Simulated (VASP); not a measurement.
# H (Cmcm) in VASP: single point with LDA

Aim: the single point of H with LDA.

Program: VASP 6.6.1. These are calculated values, not measurements. Logs are shortened: lines on timing, memory, paths and dates and some standing lists are left out, and cuts for length are marked.

## Step 1: The cell of the first run

The structure is orthorhombic, space group Cmcm (No. 63). The conventional cell has a = 3.297 Å, b = 5.463 Å, c = 6.314 Å, α = 90.00°, β = 90.00°, γ = 90.00°. Within 1.0 Å of H (site symmetry m) lie 1 H at 0.74 Å.

## Step 2: Single point, LDA

Contents of INCAR:

```
SYSTEM = H
  PREC = Accurate
  ENCUT = 500
  EDIFF = 1E-6
  ISMEAR = 0
  SIGMA = 0.1
  LREAL = .FALSE.
  LASPH = .TRUE.
  NELM = 120
  ALGO = Normal
  ISIF = 2
  LWAVE = .FALSE.
  LCHARG = .FALSE.
  GGA = CA
  NBANDS = 10
  GGA_COMPAT = .FALSE.
```

Contents of KPOINTS:

```
Automatic mesh
0
G
  6 6 4
  0 0 0
```

Contents of POSCAR:

```
H
1.0
    1.6485318600     -2.7316882300      0.0000000000
    1.6485318600      2.7316882300      0.0000000000
    0.0000000000      0.0000000000      6.3137686200
H
4
Direct
    0.5678085000      0.4321915000      0.9995149500
    0.4321915000      0.5678085000      0.0004850500
    0.4321915000      0.5678085000      0.4995149500
    0.5678085000      0.4321915000      0.5004850500
```

Potentials or basis: VASP PAW LDA potentials, release 64 (H).

Run with:

```console
$ cat potpaw_LDA.64/H/POTCAR > POTCAR
$ mpirun -np 1 vasp_std > vasp.out
```

OUTCAR:

```text
SYSTEM = H
   PREC = Accurate
   ENCUT = 500
   EDIFF = 1E-6
   ISMEAR = 0
   LREAL = .FALSE.
   LASPH = .TRUE.
   NELM = 120
   ISIF = 2
   GGA = CA

 ion  position               nearest neighbor table
   1  0.568  0.432  1.000-   2 0.74
   2  0.432  0.568  0.000-   1 0.74
   3  0.432  0.568  0.500-   4 0.74
   4  0.568  0.432  0.500-   3 0.74

  LATTYP: Found a base centered orthorhombic cell.
 ALAT       =     3.2970637200
 B/A-ratio  =     1.6570430310
 C/A-ratio  =     1.9149671211

  Lattice vectors:

 A1 = (   1.6485318600,  -2.7316882300,   0.0000000000)
 A2 = (   1.6485318600,   2.7316882300,   0.0000000000)
 A3 = (   0.0000000000,   0.0000000000,   6.3137686200)

Analysis of symmetry for initial positions (statically):
=====================================================================
 Subroutine PRICEL returns:
 Original cell was already a primitive cell.

 Routine SETGRP: Setting up the symmetry group for a
 base centered orthorhombic supercell.

 Subroutine GETGRP returns: Found  8 space group operations
 (whereof  4 operations were pure point group operations)
 out of a pool of  8 trial point group operations.

The static configuration has the point symmetry C_2h.
 The point group associated with its full space group is D_2h.

Analysis of symmetry for dynamics (positions and initial velocities):
=====================================================================
 Subroutine PRICEL returns:
 Original cell was already a primitive cell.

 Routine SETGRP: Setting up the symmetry group for a
 base centered orthorhombic supercell.

 Subroutine GETGRP returns: Found  8 space group operations
 (whereof  4 operations were pure point group operations)
 out of a pool of  8 trial point group operations.

The dynamic configuration has the point symmetry C_2h.
 The point group associated with its full space group is D_2h.

 Subroutine INISYM returns: Found  8 space group operations
 (whereof  4 operations are pure point group operations),
 and found     1 'primitive' translations

----------------------------------------------------------------------------------------

                                     Primitive cell

  volume of cell :      56.8653

  direct lattice vectors                    reciprocal lattice vectors
     1.648531860 -2.731688230  0.000000000     0.303300174 -0.183036993  0.000000000
     1.648531860  2.731688230  0.000000000     0.303300174  0.183036993  0.000000000
     0.000000000  0.000000000  6.313768620     0.000000000  0.000000000  0.158384011

  length of vectors
     3.190576418  3.190576418  6.313768620     0.354250669  0.354250669  0.158384011

  position of ions in fractional coordinates (direct lattice)
     0.567808500  0.432191500  0.999514950
     0.432191500  0.567808500  0.000485050
     0.432191500  0.567808500  0.499514950
     0.567808500  0.432191500  0.500485050

  ion indices of the primitive-cell ions
   primitive index   ion index
                 1           1
                 2           2
                 3           3
                 4           4

----------------------------------------------------------------------------------------

 KPOINTS: Automatic mesh

Automatic generation of k-mesh.
 Grid dimensions read from file:
 generate k-points for:    6    6    4

 Generating k-lattice:

  Cartesian coordinates                     Fractional coordinates (reciprocal lattice)
     0.050550029 -0.030506166  0.000000000     0.166666667  0.000000000  0.000000000
     0.050550029  0.030506166  0.000000000     0.000000000  0.166666667  0.000000000
     0.000000000  0.000000000  0.039596003     0.000000000  0.000000000  0.250000000

  Length of vectors
     0.059041778  0.059041778  0.039596003

  Shift w.r.t. Gamma in fractional coordinates (k-lattice)
     0.000000000  0.000000000  0.000000000

 Subroutine IBZKPT returns following result:
 ===========================================

 Found     39 irreducible k-points:

 Following reciprocal coordinates:
            Coordinates               Weight
  0.000000  0.000000  0.000000      1.000000
  0.166667  0.000000  0.000000      4.000000
  0.333333  0.000000  0.000000      4.000000
  0.500000  0.000000  0.000000      2.000000
  0.166667  0.166667  0.000000      2.000000
  0.333333  0.166667  0.000000      4.000000
[... 16 lines left out ...]
  0.333333  0.333333  0.250000      4.000000
  0.500000  0.333333  0.250000      8.000000
 [... further k-points ...]
   k-points           NKPTS =     39   k-points in BZ     NKDIM =     39   number of bands    NBANDS=     10
   number of dos      NEDOS =    301   number of ions     NIONS =      4
   total plane-waves  NPLWV =  27648
   dimension x,y,z NGX =    24 NGY =   24 NGZ =   48
   dimension x,y,z NGXF=    48 NGYF=   48 NGZF=   96
   ions per type =               4
   NGX,Y,Z   is equivalent  to a cutoff of  12.51, 12.51, 12.64 a.u.
   NGXF,Y,Z  is equivalent  to a cutoff of  25.01, 25.01, 25.28 a.u.
 SYSTEM =  H
   PREC   = accura    normal or accurate (medium, high low for compatibility)
   ISTART =      0    job   : 0-new  1-cont  2-samecut
   ICHARG =      2    charge: 1-file 2-atom 10-const
   ISPIN  =      1    spin polarized calculation?
   LNONCOLLINEAR =      F non collinear calculations
   LSORBIT =      F    spin-orbit coupling
   LASPH  =      T    aspherical Exc in radial PAW
   ENCUT  =  500.0 eV  36.75 Ry    6.06 a.u.   5.82  5.82 11.51*2*pi/ulx,y,z
   NELM   =    120;   NELMIN=  2; NELMDL= -5     # of ELM steps
   EDIFF  = 0.1E-05   stopping-criterion for ELM
   LREAL  =      F    real-space projection
   EDIFFG = 0.1E-04   stopping-criterion for IOM
   NSW    =      0    number of steps for IOM
   IBRION =     -1    ionic relax: 0-MD 1-quasi-New 2-CG
   NFREE  =      0    steps in history (QN), initial steepest desc. (CG)
   ISIF   =      2    stress and relaxation
   ISYM   =      2    0-nonsym 1-usesym 2-fastsym
   POTIM  = 0.5000    time-step for ionic-motion
   TEBEG  =    0.0;   TEEND  =   0.0 temperature during run
   PSTRESS=    0.0 pullay stress
   NELECT =       4.0000    total number of electrons
   NUPDOWN=      -1.0000    fix difference up-down
   EMIN   =  10.00;   EMAX   =-10.00  energy-range for DOS
   EFERMI =   0.00;   METHOD = LEGACY
   ISMEAR =     0;   SIGMA  =   0.10  broadening in eV -4-tet -1-fermi 0-gaus
   EFERMI_NEDOS =   21; number of points for ismear=-14 and -15
   IALGO  =     38    algorithm
   IMIX   =      4    mixing-type and parameters
     AMIX     =   0.40;   BMIX     =  1.00
     AMIX_MAG =   1.60;   BMIX_MAG =  1.00
  volume/ion in A,a.u.               =      14.22        95.94
  Fermi-wavevector in a.u.,A,eV,Ry     =   0.675791  1.277060  6.213693  0.456694
  Thomas-Fermi vector in A             =   1.752912
   LORBIT       =      0    0 simple, 1 ext, 2 COOP (PROOUT), +10 PAW based schemes
   GGA     = CA    functional components
   LHFCALC =     F    Hartree Fock is set to
   AEXX    =    0.0000 exact exchange contribution
   IVDW    =     0    specifies the selected vdW correction
   LEPSILON=     F    determine dielectric tensor
   LRPA    =     F    only Hartree local field effects (RPA)
 non-spin polarized calculation
 Gauss-broadening in eV      SIGMA  =   0.10
  energy-cutoff  :      500.00
  volume of cell :       56.87
 maximum number of plane-waves:      1464
   NGX = 11   NGY = 11   NGZ = 23

 number of electron       3.9999998 magnetization

 Free energy of the ion-electron system (eV)
  ---------------------------------------------------
  ext. energy  EPLUGINS =         0.00000000
  ---------------------------------------------------
  free energy    TOTEN  =       -13.48739028 eV

  energy without entropy =      -13.48739028  energy(sigma->0) =      -13.48739028

 E-fermi :  -8.0306     XC(G=0):  -5.3068

 val. band max:       -8.4635133335   @ k =   0.5000   0.5000   0.0000
 cond. band min:      -0.6577014250   @ k =   0.5000   0.5000   0.0000
 fundamental gap:      7.8058119085
 Fermi energy:        -8.0306403479

 k-point     1 :       0.0000    0.0000    0.0000
  band No.  band energies     occupation
      1     -10.4913      2.00000
      2      -9.7326      2.00000
      3       0.2329      0.00000
      4       3.4237      0.00000
      5       7.9972      0.00000
      6       8.1465      0.00000
      7       9.0172      0.00000
      8       9.6240      0.00000
      9      12.2421      0.00000
     10      12.4906      0.00000

 k-point     2 :       0.1667    0.0000    0.0000
  band No.  band energies     occupation
      1     -10.2288      2.00000
      2      -9.5121      2.00000
      3       0.7452      0.00000
      4       2.7577      0.00000
      5       5.8958      0.00000
      6       7.3149      0.00000
      7       9.3747      0.00000
      8      10.0895      0.00000
      9      10.1086      0.00000
     10      12.1528      0.00000

 k-point     3 :       0.3333    0.0000    0.0000
  band No.  band energies     occupation
      1      -9.6205      2.00000
      2      -9.0164      2.00000
      3       1.1033      0.00000
      4       2.2598      0.00000
      5       3.4978      0.00000
      6       6.7343      0.00000
      7       8.1435      0.00000
      8       8.7267      0.00000
      9       8.9920      0.00000
     10      11.4494      0.00000

 k-point     4 :       0.5000    0.0000    0.0000
  band No.  band energies     occupation
      1      -9.2570      2.00000
      2      -8.7328      2.00000
      3       0.2025      0.00000
      4       2.5115      0.00000
      5       4.1341      0.00000
      6       5.8241      0.00000
      7       6.9461      0.00000
      8       7.0902      0.00000
      9       8.8040      0.00000
     10      10.6928      0.00000
[... 222 lines left out ...]
 k-point    22 :      -0.1667    0.1667    0.2500
  band No.  band energies     occupation
      1     -10.0847      2.00000
      2      -9.5808      2.00000
      3       1.1385      0.00000
      4       2.3006      0.00000
      5       5.0087      0.00000
      6       6.5997      0.00000
      7      10.4061      0.00000
      8      10.7805      0.00000
      9      11.4660      0.00000
     10      12.2251      0.00000

 k-point    23 :       0.3333    0.3333    0.2500
  band No.  band energies     occupation
      1      -8.9097      2.00000
      2      -8.5709      2.00000
      3       0.9590      0.00000
      4       2.2254      0.00000
      5       2.6243      0.00000
      6       4.2933      0.00000
      7       5.7980      0.00000
      8       8.2259      0.00000
      9       8.8062      0.00000
     10       9.1017      0.00000

 k-point    24 :       0.5000    0.3333    0.2500
  band No.  band energies     occupation
      1      -8.9821      2.00000
      2      -8.6218      2.00000
      3       0.0884      0.00000
      4       1.3645      0.00000
      5       4.5838      0.00000
      6       4.8099      0.00000
      7       6.7387      0.00000
      8       8.2088      0.00000
      9       8.5032      0.00000
     10      11.4726      0.00000

 [... further k-points ...]
[... 5 lines left out ...]
  --------------------------------------------------------------------------------------
  -------------------------------------------------------------------------------------
  Total       -0.2274896      1.1416532     -0.1678337      0.0000000      0.0000000      0.0000000
  in kB       -6.4095120     32.1660435     -4.7287102      0.0000000      0.0000000      0.0000000
  external PRESSURE =       7.0092738 kB  Pullay stress =       0.0000000 kB

 VOLUME and BASIS-vectors are now :
 -----------------------------------------------------------------------------
  energy-cutoff  :      500.00
  volume of cell :       56.87
      direct lattice vectors                 reciprocal lattice vectors
     1.648531860 -2.731688230  0.000000000     0.303300174 -0.183036993  0.000000000
     1.648531860  2.731688230  0.000000000     0.303300174  0.183036993  0.000000000
     0.000000000  0.000000000  6.313768620     0.000000000  0.000000000  0.158384011

 POSITION                                       TOTAL-FORCE (eV/Angst)
 -----------------------------------------------------------------------------------
      1.64853     -0.37046      6.31071         0.000000     -0.981974     -0.008341
      1.64853      0.37046      0.00306         0.000000      0.981974      0.008341
      1.64853      0.37046      3.15382         0.000000      0.981974     -0.008341
      1.64853     -0.37046      3.15995         0.000000     -0.981974      0.008341
 -----------------------------------------------------------------------------------
    total drift:                                0.000000      0.000000      0.000000

  FREE ENERGIE OF THE ION-ELECTRON SYSTEM (eV)
  ---------------------------------------------------
  free  energy   TOTEN  =       -13.4873902776 eV

  energy  without entropy=      -13.4873902776  energy(sigma->0) =      -13.48739028
```

Wall time 16 s (1 thread of Intel Xeon 8259CL, shared host); peak memory 0.14 GiB.

Results:

| Item | Value |
| --- | --- |
| Free energy | -13.4874 eV |
| Pressure | 0.7 GPa |
| Largest force | 0.982 eV/Å |
| Band gap on the k mesh | 7.81 eV |

Forces on the atoms (eV/Å):
```
H    0.000 -0.982 -0.008
H    0.000  0.982  0.008
H    0.000  0.982 -0.008
H    0.000 -0.982  0.008
```

Stress tensor (GPa, compression positive):
```
-0.64  0.00  0.00
 0.00  3.22  0.00
 0.00  0.00 -0.47
```

Levels at points of the mesh, in eV from the valence-band top:
```csv
k point,band 1,band 2,band 3,band 4,band 5
"(0.00, 0.00, 0.00)",-2.03,-1.27,8.70,11.89,16.46
"(0.50, 0.00, 0.00)",-0.79,-0.27,8.67,10.97,12.60
"(0.50, 0.50, 0.00)",-0.50,0.00,7.81,9.75,13.12
"(0.00, 0.00, 0.50)",-1.68,-1.68,10.24,10.24,16.46
"(0.50, 0.00, 0.50)",-0.54,-0.54,9.48,9.48,14.08
"(0.50, 0.50, 0.50)",-0.26,-0.26,8.55,8.55,14.31
```

A k mesh can miss the band edges.
